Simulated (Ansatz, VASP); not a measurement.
**BN: VASP beside Ansatz**

```
B N
1.0
    -0.03615    1.78943    1.78943
     1.78943   -0.03615    1.78943
     1.78943    1.78943   -0.03615
B N
1 1
Direct
  0.00000 0.00000 0.00000
  0.75000 0.75000 0.75000
```

Change from the starting cell: equal xy, yz and zx shear strains of -2 %, PAW files.

Alike in both runs: task electric field gradients; functional PBEsol; k mesh 13 × 13 × 13; occupations fermi-dirac, width 0.03 eV; no spin polarisation.

```csv
,VASP,Ansatz
version,VASP 6.6.1,Ansatz 0.2.0
potentials or method,"VASP PAW PBE potentials, release 64 (B, N)","PAW with Ansatz's default frozen-core files, scalar-relativistic"
plane-wave cutoff (eV),520,420
valence electrons in the cell,8,8
```

```csv
,VASP,Ansatz,Ansatz less VASP
gap on the k mesh at the Fermi level (eV),4.27,4.28,+0.012
pressure (GPa),-1.8,-2.4,-0.59
"traceless stress, the component that is largest in VASP (GPa)",9.28,9.20,-0.081
rms of the force components (eV/Å),0.073,0.068,-0.0048
size of Vzz on the site where it differs most (V/Å²),2.5,2.2,-0.32
```

VASP's potentials were made for PBE, not for PBEsol. Atom by atom the forces differ by 0.005 eV/Å (rms over components). The functional is the same, so the differences come from potentials, cutoffs and numerics.
